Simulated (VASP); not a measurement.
Wanted: the native input for a VASP 6.6.1 run.

```yaml
Task: relaxation of cell and atoms
Functional: r2SCAN
Potentials_or_basis: VASP PAW PBE potentials, release 64 (Al, Cu)
Cutoff: 600 eV
k_mesh: 12 × 12 × 8
Occupations: gaussian, width 0.1 eV
Spin: no spin polarisation
Target_pressure: 25 GPa
Dipole_correction: no
Further_INCAR_settings: ALGO = Normal; EDIFF = 1e-06; IBRION = 2; EDIFFG = -0.008; NSW = 70; ISIF = 3
```

The system is Al3Cu2.

```
CELL_PARAMETERS angstrom
3.89010 0.00000 0.00000
-1.94505 3.36892 0.00000
0.00000 0.00000 4.73744
ATOMIC_POSITIONS crystal
Al 0.00000 0.00000 0.00000
Al 0.33333 0.66667 0.35167
Al 0.66667 0.33333 0.64833
Cu 0.33333 0.66667 0.84172
Cu 0.66667 0.33333 0.15828
```

These files were run (other wordings do the same):

POSCAR

```
Al3Cu2
1.0
    3.8900984557      0.0000000000      0.0000000000
   -1.9450492279      3.3689240858      0.0000000000
    0.0000000000      0.0000000000      4.7374358349
Al Cu
3 2
Direct
    0.0000000000      0.0000000000      0.0000000000
    0.3333333333      0.6666666667      0.3516746798
    0.6666666667      0.3333333333      0.6483253202
    0.3333333333      0.6666666667      0.8417211708
    0.6666666667      0.3333333333      0.1582788292
```

INCAR.step1

```
SYSTEM = Al3Cu2
  PREC = Accurate
  ENCUT = 600
  ISMEAR = 0
  SIGMA = 0.1
  LREAL = .False.
  LASPH = .True.
  NELM = 80
  GGA = PE
  ALGO = Normal
  EDIFF = 1E-4
  LWAVE = .True.
  LCHARG = .False.
```

INCAR.step2

```
SYSTEM = Al3Cu2
  PREC = Accurate
  ENCUT = 600
  EDIFF = 1E-6
  ISMEAR = 0
  SIGMA = 0.1
  LREAL = .False.
  LASPH = .True.
  NELM = 80
  ALGO = Normal
  ISIF = 3
  LWAVE = .False.
  LCHARG = .False.
  METAGGA = R2SCAN
  LMIXTAU = .True.
  IBRION = 2
  NSW = 70
  EDIFFG = -0.008
  PSTRESS = 250.0
  ISTART = 1
```

KPOINTS

```
regular mesh
0
Gamma
  12 12 8
  0 0 0
```

Potentials or basis: VASP PAW PBE potentials, release 64 (Al, Cu).

Command:

```console
$ cat potpaw_PBE.64/Al/POTCAR potpaw_PBE.64/Cu/POTCAR > POTCAR
$ cp INCAR.step1 INCAR
$ mpirun -np 1 vasp_std > vasp.out
$ cp INCAR.step2 INCAR
$ mpirun -np 1 vasp_std > vasp.out
```

Results of the run:

```yaml
Relaxed_volume: 12.47 Å³/atom
Relaxed_cell: a = 3.894 Å, b = 3.894 Å, c = 4.748 Å, α = 90.00°, β = 90.00°, γ = 120.00°
Space_group_after_relaxing_to_0.1_Å: P-3m1 (No. 164)
Energy_change_on_relaxing_the_run_minimises_the_enthalpy: -9.0 meV/atom
Ionic_steps: 13
Pressure_after_relaxing: 25.0 GPa
Largest_force_after_relaxing: 0.004 eV/Å
Band_gap_on_the_k_mesh: zero (an odd number of electrons rules out a gap without spin polarisation)
```

Caveat: the cell is relaxed towards a set pressure, so the run minimises the enthalpy, not the energy; the PAW data sets were made with another functional, which shifts forces and pressure a little.

Wall time 120 min on 1 thread of Oxide Virtual Turin-like Processor, with other jobs on the host, peak memory 0.31 GiB.
